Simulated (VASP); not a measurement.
# SiPd3Pt (P6/mmm) in VASP: relaxation of cell and atoms with PBE

Aim: the relaxation of cell and atoms of SiPd3Pt with PBE.

Everything below comes from runs of VASP 6.6.1. Logs are shortened: lines on timing, memory, paths and dates and some standing lists are left out, and cuts for length are marked.

### 1 The cell of the first run

Symmetry: P6/mmm, No. 191, hexagonal system. Conventional cell: a = 5.165 Å, b = 5.165 Å, c = 4.487 Å, α = 90.00°, β = 90.00°, γ = 120.00°. Si (site symmetry 6/mmm) has 2 Pt at 2.24 Å and 6 Pd at 2.58 Å within 3.0 Å. Within 3.4 Å of Pd (site symmetry mmm) lie 2 Si at 2.58 Å and 4 Pd at 2.58 Å. Pt (site symmetry 6/mmm) has 2 Si at 2.24 Å within 3.0 Å.

### 2 Relaxation of cell and atoms, PBE

The input, INCAR:

```
SYSTEM = SiPd3Pt
PREC = Accurate
ENCUT = 600
EDIFF = 1E-6
ISMEAR = 0
SIGMA = 0.1
LREAL = .FALSE.
LASPH = .TRUE.
NELM = 100
ALGO = Fast
ISIF = 3
LWAVE = .FALSE.
LCHARG = .FALSE.
GGA = PE
IBRION = 2
NSW = 100
EDIFFG = -0.01
```

The input, KPOINTS:

```
regular mesh
0
G
  12 12 8
  0 0 0
```

The input, POSCAR:

```
SiPd3Pt
1.0
    5.1650152737      0.0000000000      0.0000000000
   -2.5825076369      4.4730344380      0.0000000000
    0.0000000000      0.0000000000      4.4872177375
Si Pd Pt
1 3 1
Direct
    0.0000000000      0.0000000000      0.0000000000
    0.5000000000      0.0000000000      0.0000000000
    0.0000000000      0.5000000000      0.0000000000
    0.5000000000      0.5000000000      0.0000000000
    0.0000000000      0.0000000000      0.5000000000
```

Potentials or basis: VASP PAW PBE potentials, release 64 (Si, Pd, Pt).

Launch:

```bash
> cat potpaw_PBE.64/Si/POTCAR potpaw_PBE.64/Pd/POTCAR potpaw_PBE.64/Pt/POTCAR > POTCAR
> mpirun -np 1 vasp_std > vasp.out
```

OUTCAR:

```text
SYSTEM = SiPd3Pt
   PREC = Accurate
   ENCUT = 600
   EDIFF = 1E-6
   ISMEAR = 0
   LREAL = .FALSE.
   LASPH = .TRUE.
   NELM = 100
   ISIF = 3
   GGA = PE
   IBRION = 2
   NSW = 100
   EDIFFG = -0.01

 ion  position               nearest neighbor table
   1  0.000  0.000  0.000-   5 2.24   5 2.24   2 2.58   2 2.58   4 2.58   4 2.58   3 2.58   3 2.58

   2  0.500  0.000  0.000-   1 2.58   1 2.58   3 2.58   3 2.58   4 2.58   4 2.58   5 3.42   5 3.42
                             5 3.42   5 3.42
   3  0.000  0.500  0.000-   4 2.58   4 2.58   2 2.58   2 2.58   1 2.58   1 2.58   5 3.42   5 3.42
                             5 3.42   5 3.42
   4  0.500  0.500  0.000-   3 2.58   3 2.58   1 2.58   1 2.58   2 2.58   2 2.58   5 3.42   5 3.42
                             5 3.42   5 3.42
   5  0.000  0.000  0.500-   1 2.24   1 2.24   2 3.42   2 3.42   2 3.42   2 3.42   4 3.42   4 3.42
                             4 3.42   4 3.42   3 3.42   3 3.42   3 3.42   3 3.42

  LATTYP: Found a hexagonal cell.
 ALAT       =     5.1650152737
 C/A-ratio  =     0.8687714362

  Lattice vectors:

 A1 = (   5.1650152737,   0.0000000000,   0.0000000000)
 A2 = (  -2.5825076369,   4.4730344380,   0.0000000000)
 A3 = (   0.0000000000,   0.0000000000,   4.4872177375)

Analysis of symmetry for initial positions (statically):
=====================================================================
 Subroutine PRICEL returns:
 Original cell was already a primitive cell.

 Routine SETGRP: Setting up the symmetry group for a
 hexagonal supercell.

 Subroutine GETGRP returns: Found 24 space group operations
 (whereof 24 operations were pure point group operations)
 out of a pool of 24 trial point group operations.

The static configuration has the point symmetry D_6h.

Analysis of symmetry for dynamics (positions and initial velocities):
=====================================================================
 Subroutine PRICEL returns:
 Original cell was already a primitive cell.

 Routine SETGRP: Setting up the symmetry group for a
 hexagonal supercell.

 Subroutine GETGRP returns: Found 24 space group operations
 (whereof 24 operations were pure point group operations)
 out of a pool of 24 trial point group operations.

The dynamic configuration has the point symmetry D_6h.

 Subroutine INISYM returns: Found 24 space group operations
 (whereof 24 operations are pure point group operations),
 and found     1 'primitive' translations

----------------------------------------------------------------------------------------

                                     Primitive cell

  volume of cell :     103.6695

  direct lattice vectors                    reciprocal lattice vectors
     5.165015274  0.000000000  0.000000000     0.193610270  0.111780941  0.000000000
    -2.582507637  4.473034438  0.000000000     0.000000000  0.223561883  0.000000000
     0.000000000  0.000000000  4.487217737     0.000000000  0.000000000  0.222855243

  length of vectors
     5.165015274  5.165015274  4.487217737     0.223561883  0.223561883  0.222855243

  position of ions in fractional coordinates (direct lattice)
     0.000000000  0.000000000  0.000000000
     0.500000000  0.000000000  0.000000000
     0.000000000  0.500000000  0.000000000
     0.500000000  0.500000000  0.000000000
     0.000000000  0.000000000  0.500000000

  ion indices of the primitive-cell ions
   primitive index   ion index
                 1           1
                 2           2
                 3           3
                 4           4
                 5           5

----------------------------------------------------------------------------------------

 KPOINTS: regular mesh

Automatic generation of k-mesh.
 Grid dimensions read from file:
 generate k-points for:   12   12    8

 Generating k-lattice:

  Cartesian coordinates                     Fractional coordinates (reciprocal lattice)
     0.016134189  0.009315078  0.000000000     0.083333333  0.000000000  0.000000000
     0.000000000  0.018630157  0.000000000     0.000000000  0.083333333  0.000000000
     0.000000000  0.000000000  0.027856905     0.000000000  0.000000000  0.125000000

  Length of vectors
     0.018630157  0.018630157  0.027856905

  Shift w.r.t. Gamma in fractional coordinates (k-lattice)
     0.000000000  0.000000000  0.000000000

 Subroutine IBZKPT returns following result:
 ===========================================

 Found     95 irreducible k-points:

 Following reciprocal coordinates:
            Coordinates               Weight
  0.000000  0.000000  0.000000      1.000000
  0.083333  0.000000  0.000000      6.000000
  0.166667  0.000000  0.000000      6.000000
  0.250000  0.000000  0.000000      6.000000
  0.333333  0.000000  0.000000      6.000000
  0.416667  0.000000  0.000000      6.000000
[... 16 lines left out ...]
  0.250000  0.000000  0.125000     12.000000
  0.333333  0.000000  0.125000     12.000000
 [... further k-points ...]
   k-points           NKPTS =     95   k-points in BZ     NKDIM =     95   number of bands    NBANDS=     26
   number of dos      NEDOS =    301   number of ions     NIONS =      5
   total plane-waves  NPLWV =  63504
   dimension x,y,z NGX =    42 NGY =   42 NGZ =   36
   dimension x,y,z NGXF=    84 NGYF=   84 NGZF=   72
   ions per type =               1   3   1
   NGX,Y,Z   is equivalent  to a cutoff of  13.52, 13.52, 13.34 a.u.
   NGXF,Y,Z  is equivalent  to a cutoff of  27.04, 27.04, 26.68 a.u.
 SYSTEM =  SiPd3Pt
   PREC   = accura    normal or accurate (medium, high low for compatibility)
   ISTART =      0    job   : 0-new  1-cont  2-samecut
   ICHARG =      2    charge: 1-file 2-atom 10-const
   ISPIN  =      1    spin polarized calculation?
   LNONCOLLINEAR =      F non collinear calculations
   LSORBIT =      F    spin-orbit coupling
   LASPH  =      T    aspherical Exc in radial PAW
   ENCUT  =  600.0 eV  44.10 Ry    6.64 a.u.  10.32 10.32  8.96*2*pi/ulx,y,z
   NELM   =    100;   NELMIN=  2; NELMDL= -5     # of ELM steps
   EDIFF  = 0.1E-05   stopping-criterion for ELM
   LREAL  =      F    real-space projection
   EDIFFG = -.1E-01   stopping-criterion for IOM
   NSW    =    100    number of steps for IOM
   IBRION =      2    ionic relax: 0-MD 1-quasi-New 2-CG
   NFREE  =      1    steps in history (QN), initial steepest desc. (CG)
   ISIF   =      3    stress and relaxation
   ISYM   =      2    0-nonsym 1-usesym 2-fastsym
   POTIM  = 0.5000    time-step for ionic-motion
   TEBEG  =    0.0;   TEEND  =   0.0 temperature during run
   PSTRESS=    0.0 pullay stress
   NELECT =      44.0000    total number of electrons
   NUPDOWN=      -1.0000    fix difference up-down
   EMIN   =  10.00;   EMAX   =-10.00  energy-range for DOS
   EFERMI =   0.00;   METHOD = LEGACY
   ISMEAR =     0;   SIGMA  =   0.10  broadening in eV -4-tet -1-fermi 0-gaus
   EFERMI_NEDOS =   21; number of points for ismear=-14 and -15
   IALGO  =     68    algorithm
   IMIX   =      4    mixing-type and parameters
     AMIX     =   0.40;   BMIX     =  1.00
     AMIX_MAG =   1.60;   BMIX_MAG =  1.00
  volume/ion in A,a.u.               =      20.73       139.92
  Fermi-wavevector in a.u.,A,eV,Ry     =   1.230293  2.324918 20.594078  1.513622
  Thomas-Fermi vector in A             =   2.365148
   LORBIT       =      0    0 simple, 1 ext, 2 COOP (PROOUT), +10 PAW based schemes
   GGA     = PE    functional components
   LHFCALC =     F    Hartree Fock is set to
   AEXX    =    0.0000 exact exchange contribution
   IVDW    =     0    specifies the selected vdW correction
   LEPSILON=     F    determine dielectric tensor
   LRPA    =     F    only Hartree local field effects (RPA)
 conjugate gradient relaxation of ions
 non-spin polarized calculation
 RMM-DIIS sequential band-by-band and
 Gauss-broadening in eV      SIGMA  =   0.10
  energy-cutoff  :      600.00
  volume of cell :      103.67
 maximum number of plane-waves:      3498
 NGX is ok and might be reduce to    42
   NGX = 21   NGY = 21   NGZ = 17

--------------------------------------- Ionic step        1  -------------------------------------------

 number of electron      43.9999996 magnetization

 Free energy of the ion-electron system (eV)
  ---------------------------------------------------
  ext. energy  EPLUGINS =         0.00000000
  ---------------------------------------------------
  free energy    TOTEN  =       -25.50755475 eV

  energy without entropy =      -25.49475532  energy(sigma->0) =      -25.50115504

------------------------ aborting loop because EDIFF is reached ----------------------------------------

  FORCE on cell =-STRESS in cart. coord.  units (eV):
  Direction    XX          YY          ZZ          XY          YZ          ZX
  --------------------------------------------------------------------------------------
  -------------------------------------------------------------------------------------
  Total       -0.1569294     -0.1569294      0.0875526      0.0000000     -0.0000000      0.0000000
  in kB       -2.4252910     -2.4252910      1.3530961      0.0000000     -0.0000000      0.0000000
  external PRESSURE =      -1.1658286 kB  Pullay stress =       0.0000000 kB
[... 63 lines left out ...]
  energy  without entropy=      -25.4948180194  energy(sigma->0) =      -25.50122795

--------------------------------------- Ionic step        3  -------------------------------------------

 number of electron      43.9999996 magnetization

 Free energy of the ion-electron system (eV)
  ---------------------------------------------------
  ext. energy  EPLUGINS =         0.00000000
  ---------------------------------------------------
  free energy    TOTEN  =       -25.50772647 eV

  energy without entropy =      -25.49491563  energy(sigma->0) =      -25.50132105

 E-fermi :   5.4097     XC(G=0): -10.5249

 val. band max:        5.4080402743   @ k =   0.5000   0.0000   0.5000
 cond. band min:       5.4122111282   @ k =   0.0833   0.0833   0.2500
 fundamental gap:      0.0041708540
 Fermi energy:         5.4097248414

 k-point     1 :       0.0000    0.0000    0.0000
  band No.  band energies     occupation
      1      -4.7538      2.00000
      2       0.1573      2.00000
      3       0.9870      2.00000
      4       0.9870      2.00000
      5       1.6202      2.00000
      6       1.6202      2.00000
[... 685 lines left out ...]
     25       7.2059      0.00000
     26       9.5959      0.00000

 [... further k-points ...]
[... 5 lines left out ...]
  --------------------------------------------------------------------------------------
  -------------------------------------------------------------------------------------
  Total        0.0040412      0.0040412      0.0057789     -0.0000000      0.0000000      0.0000000
  in kB        0.0625375      0.0625375      0.0894279     -0.0000000      0.0000000      0.0000000
  external PRESSURE =       0.0715009 kB  Pullay stress =       0.0000000 kB
[... 20 lines left out ...]
  FREE ENERGIE OF THE ION-ELECTRON SYSTEM (eV)
  ---------------------------------------------------
  free  energy   TOTEN  =       -25.5077264732 eV

  energy  without entropy=      -25.4949156310  energy(sigma->0) =      -25.50132105

 reached required accuracy - stopping structural energy minimisation
```

Run time: 5.7 min. Hardware: 1 thread of AMD EPYC 9R45 (Zen 5), shared host; peak memory 0.46 GiB.

What came out:

- Free energy: -25.5077 eV
- Relaxed volume: 20.71 Å³/atom
- Relaxed cell: a = 5.160 Å, b = 5.160 Å, c = 4.489 Å, α = 90.00°, β = 90.00°, γ = 120.00°
- Space group after relaxing (to 0.05 Å): P6/mmm (No. 191)
- Energy gained by relaxing: 0.0 meV/atom
- Ionic steps: 3
- Pressure after relaxing: 0.0 GPa
- Band gap on the k mesh: zero (band 22 reaches 6.28 eV, above the bottom of band 23 at 5.03 eV)

Step by step:
| step | energy change (eV) | largest force (eV/Å) | pressure (GPa) | volume (Å³) |
| --- | --- | --- | --- | --- |
| 1 | 0.0000 | 0.0000 | -0.12 | 103.67 |
| 2 | -0.0001 | 0.0000 | 0.13 | 103.44 |
| 3 | -0.0002 | 0.0000 | 0.01 | 103.53 |

Final structure:
```
CELL_PARAMETERS angstrom
5.16034 0.00000 0.00000
-2.58017 4.46898 0.00000
0.00000 0.00000 4.48948
ATOMIC_POSITIONS crystal
Si 0.00000 0.00000 0.00000
Pd 0.50000 0.00000 0.00000
Pd 0.00000 0.50000 0.00000
Pd 0.50000 0.50000 0.00000
Pt 0.00000 0.00000 0.50000
```

Levels at points of the mesh, in eV from the Fermi level:
```tsv
k point	band 19	band 20	band 21	band 22	band 23	band 24	band 25	band 26
(0.00, 0.00, 0.00)	-0.84	-0.28	-0.28	-0.26	-0.26	0.87	2.62	3.28
(0.50, 0.00, 0.00)	-1.16	-1.15	-1.06	-0.41	1.16	1.64	1.80	3.38
(0.00, 0.00, 0.50)	-0.57	-0.33	-0.33	0.87	1.47	1.47	2.38	3.92
(0.50, 0.00, 0.50)	-0.87	-0.40	-0.32	0.00	0.21	1.26	1.43	3.17
```

Caveat: spin-orbit coupling is left out, which moves the levels of the heavy elements.
